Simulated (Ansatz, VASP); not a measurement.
**MgO in VASP and in Ansatz**

```
Mg O
1.0
     3.48638    0.00000    0.00000
    -1.74319    3.01929    0.00000
     0.00000    0.00000    4.02136
Mg O
2 2
Cartesian
  1.7432 1.0064 3.0160
  0.0000 2.0129 1.0053
  1.7432 1.0064 1.0053
  0.0000 2.0129 3.0160
```

Change from the starting cell: strain -0.0375 x Voigt [0, 0, 1, 0, 0, 0], atoms carried along.

Alike in both runs: task single point; functional PBEsol; k mesh 9 × 9 × 6; occupations gaussian, width 0.05 eV; no spin polarisation.

|  | VASP | Ansatz |
| --- | --- | --- |
| version | VASP 6.6.1 | Ansatz 0.2.0 |
| potentials or method | VASP PAW PBE potentials, release 64 (Mg, O), cutoff 520 eV | scalar-relativistic, plane waves, PAW |
| valence electrons in the cell | 16 | 32 |

VASP gave:

| Property | Result |
| --- | --- |
| gap on the k mesh at the Fermi level (eV) | 3.54 |
| least direct gap on the mesh (eV) | 3.54 |
| pressure (GPa) | 7.2 |
| traceless stress, the component that is largest in VASP (GPa) | 6.75 |

Q: Which values does Ansatz return?

A: gap on the k mesh at the Fermi level (eV): 3.54; least direct gap on the mesh (eV): 3.54; pressure (GPa): 7.4; traceless stress, the component that is largest in VASP (GPa): 6.74.

VASP's potentials were made for PBE, not for PBEsol. VASP's potentials hold 16 valence electrons a cell and Ansatz's 32, so a difference there can come from the potentials and not from the codes.
